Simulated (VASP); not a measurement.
Write the native input for VASP 6.6.1 that does the following.

```yaml
Task: dielectric tensor
Functional: PBEsol
Potentials_or_basis: VASP PAW PBE potentials, release 64 (Mg, O)
Cutoff: 520 eV
k_mesh: 6 × 6 × 4
Occupations: gaussian, width 0.01 eV
Spin: no spin polarisation
Dipole_correction: no
Further_INCAR_settings: ALGO = Normal; EDIFF = 1e-08
```

The structure of MgO lies in POSCAR:

```
MgO
1.0
    3.3077870000      0.0000000000      0.0000000000
   -1.6538935000      2.8646275723      0.0000000000
    0.0000000000      0.0000000000      4.9828820000
Mg O
2 2
Direct
    0.3333333333      0.6666666667      0.0021600000
    0.6666666667      0.3333333333      0.5021600000
    0.3333333333      0.6666666667      0.4024400000
    0.6666666667      0.3333333333      0.9024400000
```

The input as run:

INCAR

```
SYSTEM = MgO
ALGO = Normal
EDIFF = 1E-8
ENCUT = 520
GGA = PS
ISIF = 2
ISMEAR = 0
LASPH = .True.
LCHARG = .False.
LEPSILON = .True.
LREAL = .False.
LWAVE = .False.
NELM = 100
PREC = Accurate
SIGMA = 0.01
```

KPOINTS

```
k-points
0
Gamma
  6 6 4
  0 0 0
```

Potentials or basis: VASP PAW PBE potentials, release 64 (Mg, O).

The run is started by

```console
$ cat potpaw_PBE.64/Mg/POTCAR potpaw_PBE.64/O/POTCAR > POTCAR
$ mpirun -np 1 vasp_std > vasp.out
```

Results of the run:

```
Band gap on the k mesh                  : 3.34 eV
Electronic dielectric tensor (diagonal) : 2.98, 2.98, 3.10
Born charges (mean of the diagonal)     : Mg +1.83; O -1.83 e
```

It took 3.6 min on 1 thread of Intel(R) Xeon(R) Platinum 8375C CPU @ 2.90GHz (Ice Lake), on a shared host, peak memory 0.24 GiB.
